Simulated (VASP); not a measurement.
# MgS: single point with LDA

MgS:

```xyz
4
Lattice="3.9850 0.0000 0.0000 -1.9925 3.4511 0.0000 0.0000 0.0000 6.3592" Properties=species:S:1:pos:R:3 pbc="T T T"
Mg    0.0000    2.3007   -0.0218
Mg    1.9925    1.1504    3.1578
S     0.0000    2.3007    2.4065
S     1.9925    1.1504    5.5861
```

- Program: VASP 6.6.1
- Task: single point
- Functional: LDA
- Potentials or basis: VASP PAW LDA potentials, release 64 (Mg, S)
- Cutoff: 520 eV
- k mesh: 6 × 6 × 4
- Occupations: fermi-dirac, width 0.02 eV
- Spin: no spin polarisation
- Dipole correction: no
- Further INCAR settings: ALGO = Normal; EDIFF = 1e-06; NBANDS = 16

```
Pressure               : -0.3 GPa
Band gap on the k mesh : 3.36 eV
```

Forces in eV/Å, atoms in the order of the input:
```
Mg   0.000  0.000  0.002
Mg   0.000  0.000  0.002
S    0.000  0.000 -0.002
S    0.000  0.000 -0.002
```

Levels at points of the mesh, in eV from the valence-band top:
| k point | band 6 | band 7 | band 8 | band 9 | band 10 | band 11 |
| --- | --- | --- | --- | --- | --- | --- |
| (0.00, 0.00, 0.00) | -0.14 | -0.14 | 0.00 | 3.36 | 4.57 | 7.38 |
| (0.50, 0.00, 0.00) | -1.30 | -1.01 | -0.48 | 4.52 | 5.02 | 5.71 |
| (0.00, 0.00, 0.50) | -0.37 | -0.37 | -0.37 | 4.84 | 4.84 | 7.52 |
| (0.50, 0.00, 0.50) | -0.93 | -0.85 | -0.85 | 4.45 | 4.45 | 6.16 |

Wall time 44 s on 1 thread of Intel Xeon 8259CL, on a shared host, peak memory 0.17 GiB.
